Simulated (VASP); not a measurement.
# SiC (P1) in VASP: single point with r2SCAN

Aim: the single point of SiC with r2SCAN.

All numbers are computed with VASP 6.6.1; they aren't measurements. Logs are shortened: lines on timing, memory, paths and dates and some standing lists are left out, and cuts for length are marked.

### Step 1. The cell of the first run

The typed cell holds 2 atoms: a = 4.200 Å, b = 4.200 Å, c = 4.200 Å, α = 90.00°, β = 90.00°, γ = 90.00°.

### Step 2. Single point, r2SCAN

The input, POSCAR:

```
SiC
1.0
    4.2000000000      0.0000000000      0.0000000000
    0.0000000000      4.2000000000      0.0000000000
    0.0000000000      0.0000000000      4.2000000000
Si C
1 1
Direct
    0.0000000000      0.0000000000      0.0000000000
    0.2195328583      0.1317197150      0.0987897862
```

The input, INCAR.step1:

```
PREC     = Accurate       # precision mode
ENCUT    = 660            # plane-wave cutoff, eV
ISMEAR   = -1             # smearing method
SIGMA    = 0.3            # smearing width, eV
LREAL    = False          # projectors in reciprocal space
LASPH    = True           # aspherical terms in the spheres
NELM     = 120            # most SCF steps
NBANDS   = 11             # bands
GGA      = PE             # functional
ALGO     = Normal         # electronic algorithm
EDIFF    = 1E-5           # SCF threshold, eV
LWAVE    = True           # write WAVECAR
LCHARG   = False          # write CHGCAR
GGA_COMPAT= False
```

The input, INCAR.step2:

```
PREC     = Accurate       # precision mode
ENCUT    = 660            # plane-wave cutoff, eV
EDIFF    = 1E-6           # SCF threshold, eV
ISMEAR   = -1             # smearing method
SIGMA    = 0.3            # smearing width, eV
LREAL    = False          # projectors in reciprocal space
LASPH    = True           # aspherical terms in the spheres
NELM     = 120            # most SCF steps
ALGO     = Normal         # electronic algorithm
ISIF     = 2              # what is computed and relaxed
LWAVE    = False          # write WAVECAR
LCHARG   = False          # write CHGCAR
METAGGA  = R2SCAN         # meta-GGA
LMIXTAU  = True         
NBANDS   = 11             # bands
ISTART   = 1            
GGA_COMPAT= False
```

The input, KPOINTS:

```
Automatic mesh
0
Gamma
  1 1 1
```

Potentials or basis: VASP PAW PBE potentials, release 64 (Si, C).

Run with:

```bash
$ cat potpaw_PBE.64/Si/POTCAR potpaw_PBE.64/C/POTCAR > POTCAR
$ cp INCAR.step1 INCAR
$ mpirun -np 1 vasp_gam > vasp.out
$ cp INCAR.step2 INCAR
$ mpirun -np 1 vasp_gam > vasp.out
```

OUTCAR:

```text
PREC = Accurate
   ENCUT = 660
   EDIFF = 1E-6
   ISMEAR = -1
   LREAL = False
   LASPH = True
   NELM = 120
   ISIF = 2
   METAGGA = R2SCAN
   ISTART = 1

 ion  position               nearest neighbor table
   1  0.000  0.000  0.000-   2 1.15
   2  0.220  0.132  0.099-   1 1.15

 -----------------------------------------------------------------------------
|                                                                             |
|           W    W    AA    RRRRR   N    N  II  N    N   GGGG   !!!           |
|           W    W   A  A   R    R  NN   N  II  NN   N  G    G  !!!           |
|           W    W  A    A  R    R  N N  N  II  N N  N  G       !!!           |
|           W WW W  AAAAAA  RRRRR   N  N N  II  N  N N  G  GGG   !            |
|           WW  WW  A    A  R   R   N   NN  II  N   NN  G    G                |
|           W    W  A    A  R    R  N    N  II  N    N   GGGG   !!!           |
|                                                                             |
|     The distance between some ions is very small. Please check the          |
|     nearest-neighbor list in the OUTCAR file.                               |
|     I HOPE YOU KNOW WHAT YOU ARE DOING!                                     |
|                                                                             |
 -----------------------------------------------------------------------------

  LATTYP: Found a simple cubic cell.
 ALAT       =     4.2000000000

  Lattice vectors:

 A1 = (   4.2000000000,   0.0000000000,   0.0000000000)
 A2 = (   0.0000000000,   4.2000000000,   0.0000000000)
 A3 = (   0.0000000000,   0.0000000000,   4.2000000000)

Analysis of symmetry for initial positions (statically):
=====================================================================
 Subroutine PRICEL returns:
 Original cell was already a primitive cell.

 Routine SETGRP: Setting up the symmetry group for a
 simple cubic supercell.

 Subroutine GETGRP returns: Found  1 space group operations
 (whereof  1 operations were pure point group operations)
 out of a pool of 48 trial point group operations.

The static configuration has the point symmetry C_1 .

Analysis of symmetry for dynamics (positions and initial velocities):
=====================================================================
 Subroutine PRICEL returns:
 Original cell was already a primitive cell.

 Routine SETGRP: Setting up the symmetry group for a
 simple cubic supercell.

 Subroutine GETGRP returns: Found  1 space group operations
 (whereof  1 operations were pure point group operations)
 out of a pool of 48 trial point group operations.

The dynamic configuration has the point symmetry C_1 .

 Subroutine INISYM returns: Found  1 space group operations
 (whereof  1 operations are pure point group operations),
 and found     1 'primitive' translations

----------------------------------------------------------------------------------------

                                     Primitive cell

  volume of cell :      74.0880

  direct lattice vectors                    reciprocal lattice vectors
     4.200000000  0.000000000  0.000000000     0.238095238  0.000000000  0.000000000
     0.000000000  4.200000000  0.000000000     0.000000000  0.238095238  0.000000000
     0.000000000  0.000000000  4.200000000     0.000000000  0.000000000  0.238095238

  length of vectors
     4.200000000  4.200000000  4.200000000     0.238095238  0.238095238  0.238095238

  position of ions in fractional coordinates (direct lattice)
     0.000000000  0.000000000  0.000000000
     0.219532858  0.131719715  0.098789786

  ion indices of the primitive-cell ions
   primitive index   ion index
                 1           1
                 2           2

----------------------------------------------------------------------------------------

 KPOINTS: Automatic mesh

Automatic generation of k-mesh.
 Grid dimensions read from file:
 generate k-points for:    1    1    1

 Generating k-lattice:

  Cartesian coordinates                     Fractional coordinates (reciprocal lattice)
     0.238095238  0.000000000  0.000000000     1.000000000  0.000000000  0.000000000
     0.000000000  0.238095238  0.000000000     0.000000000  1.000000000  0.000000000
     0.000000000  0.000000000  0.238095238     0.000000000  0.000000000  1.000000000

  Length of vectors
     0.238095238  0.238095238  0.238095238

  Shift w.r.t. Gamma in fractional coordinates (k-lattice)
     0.000000000  0.000000000  0.000000000

 Subroutine IBZKPT returns following result:
 ===========================================

 Found      1 irreducible k-points:

 Following reciprocal coordinates:
            Coordinates               Weight
  0.000000  0.000000  0.000000      1.000000
   k-points           NKPTS =      1   k-points in BZ     NKDIM =      1   number of bands    NBANDS=     11
   number of dos      NEDOS =    301   number of ions     NIONS =      2
   total plane-waves  NPLWV =  46656
   dimension x,y,z NGX =    36 NGY =   36 NGZ =   36
   dimension x,y,z NGXF=    72 NGYF=   72 NGZF=   72
   ions per type =               1   1
   NGX,Y,Z   is equivalent  to a cutoff of  14.25, 14.25, 14.25 a.u.
   NGXF,Y,Z  is equivalent  to a cutoff of  28.50, 28.50, 28.50 a.u.
 SYSTEM =  unknown system
   PREC   = accura    normal or accurate (medium, high low for compatibility)
   ISTART =      1    job   : 0-new  1-cont  2-samecut
   ICHARG =      0    charge: 1-file 2-atom 10-const
   ISPIN  =      1    spin polarized calculation?
   LNONCOLLINEAR =      F non collinear calculations
   LSORBIT =      F    spin-orbit coupling
   LASPH  =      T    aspherical Exc in radial PAW
   ENCUT  =  660.0 eV  48.51 Ry    6.96 a.u.   8.80  8.80  8.80*2*pi/ulx,y,z
   NELM   =    120;   NELMIN=  2; NELMDL=  0     # of ELM steps
   EDIFF  = 0.1E-05   stopping-criterion for ELM
   LREAL  =      F    real-space projection
   EDIFFG = 0.1E-04   stopping-criterion for IOM
   NSW    =      0    number of steps for IOM
   IBRION =     -1    ionic relax: 0-MD 1-quasi-New 2-CG
   NFREE  =      0    steps in history (QN), initial steepest desc. (CG)
   ISIF   =      2    stress and relaxation
   ISYM   =      2    0-nonsym 1-usesym 2-fastsym
   POTIM  = 0.5000    time-step for ionic-motion
   TEBEG  =    0.0;   TEEND  =   0.0 temperature during run
   PSTRESS=    0.0 pullay stress
   NELECT =       8.0000    total number of electrons
   NUPDOWN=      -1.0000    fix difference up-down
   EMIN   =  10.00;   EMAX   =-10.00  energy-range for DOS
   EFERMI =   0.00;   METHOD = LEGACY
   ISMEAR =    -1;   SIGMA  =   0.30  broadening in eV -4-tet -1-fermi 0-gaus
   EFERMI_NEDOS =   21; number of points for ismear=-14 and -15
   IALGO  =     38    algorithm
   IMIX   =      4    mixing-type and parameters
     AMIX     =   0.40;   BMIX     =  1.00
     AMIX_MAG =   1.60;   BMIX_MAG =  1.00
  volume/ion in A,a.u.               =      37.04       249.99
  Fermi-wavevector in a.u.,A,eV,Ry     =   0.779571  1.473175  8.268676  0.607731
  Thomas-Fermi vector in A             =   1.882702
   LORBIT       =      0    0 simple, 1 ext, 2 COOP (PROOUT), +10 PAW based schemes
   METAGGA = R2SCAN    functional components
   LHFCALC =     F    Hartree Fock is set to
   AEXX    =    0.0000 exact exchange contribution
   IVDW    =     0    specifies the selected vdW correction
   LEPSILON=     F    determine dielectric tensor
   LRPA    =     F    only Hartree local field effects (RPA)
 non-spin polarized calculation
  energy-cutoff  :      660.00
  volume of cell :       74.09
 maximum number of plane-waves:      1449
 NGX is ok and might be reduce to    36
   NGX = 17   NGY = 17   NGZ = 17

 number of electron       8.0000000 magnetization

 Free energy of the ion-electron system (eV)
  ---------------------------------------------------
  ext. energy  EPLUGINS =         0.00000000
  ---------------------------------------------------
  free energy    TOTEN  =         2.36440173 eV

  energy without entropy =        2.88608777  energy(sigma->0) =        2.62524475

 E-fermi :  -2.7488     XC(G=0):  -5.8160

 val. band max:       -3.6004596239   @ k =   0.0000   0.0000   0.0000
 cond. band min:      -2.1530866107   @ k =   0.0000   0.0000   0.0000
 fundamental gap:      1.4473730132
 Fermi energy:        -2.7488037374

 k-point     1 :       0.0000    0.0000    0.0000
  band No.  band energies     occupation
      1     -13.4365      2.00000
      2      -3.8149      1.94436
      3      -3.7213      1.92474
      4      -3.6005      1.88948
      5      -2.1531      0.24142
      6       3.1505      0.00000
      7       3.9906      0.00000
      8       5.7632      0.00000
      9       7.8477      0.00000
     10       8.6877      0.00000
     11      10.5464      0.00000

------------------------ aborting loop because EDIFF is reached ----------------------------------------

  FORCE on cell =-STRESS in cart. coord.  units (eV):
  Direction    XX          YY          ZZ          XY          YZ          ZX
  --------------------------------------------------------------------------------------
  -------------------------------------------------------------------------------------
  Total       50.0230685     18.4899860     10.8189388     26.3919348     12.0586183     19.8439947
  in kB     1081.7652827    399.8520192    233.9631045    570.7342573    260.7715816    429.1329029
  external PRESSURE =     571.8601355 kB  Pullay stress =       0.0000000 kB

 VOLUME and BASIS-vectors are now :
 -----------------------------------------------------------------------------
  energy-cutoff  :      660.00
  volume of cell :       74.09
      direct lattice vectors                 reciprocal lattice vectors
     4.200000000  0.000000000  0.000000000     0.238095238  0.000000000  0.000000000
     0.000000000  4.200000000  0.000000000     0.000000000  0.238095238  0.000000000
     0.000000000  0.000000000  4.200000000     0.000000000  0.000000000  0.238095238

 POSITION                                       TOTAL-FORCE (eV/Angst)
 -----------------------------------------------------------------------------------
      0.00000      0.00000      0.00000       -48.559512    -29.549657    -22.226839
      0.92204      0.55322      0.41492        48.559512     29.549657     22.226839
 -----------------------------------------------------------------------------------
    total drift:                               -0.000278      0.000034      0.000142

  FREE ENERGIE OF THE ION-ELECTRON SYSTEM (eV)
  ---------------------------------------------------
  free  energy   TOTEN  =         2.3644017296 eV

  energy  without entropy=        2.8860877712  energy(sigma->0) =        2.62524475
```

Wall time 18 s (1 thread of Intel Xeon 6975P-C, shared host); peak memory 0.2 GiB.

Results:

```yaml
Free_energy: 2.3644 eV
Pressure: 57.2 GPa
Largest_force: 61.035 eV/Å
Band_gap_on_the_k_mesh: 1.45 eV
```

Forces in eV/Å, atoms in the order of the input:
```
Si  -48.560 -29.550 -22.227
C    48.560  29.550  22.227
```

Stress tensor (GPa, compression positive):
```
108.18  57.07  42.91
 57.07  39.99  26.08
 42.91  26.08  23.40
```

Caveat: the k points lie up to 1.50 Å⁻¹ apart; the PAW data sets were made with another functional, which shifts forces and pressure a little. A k mesh can miss the band edges.
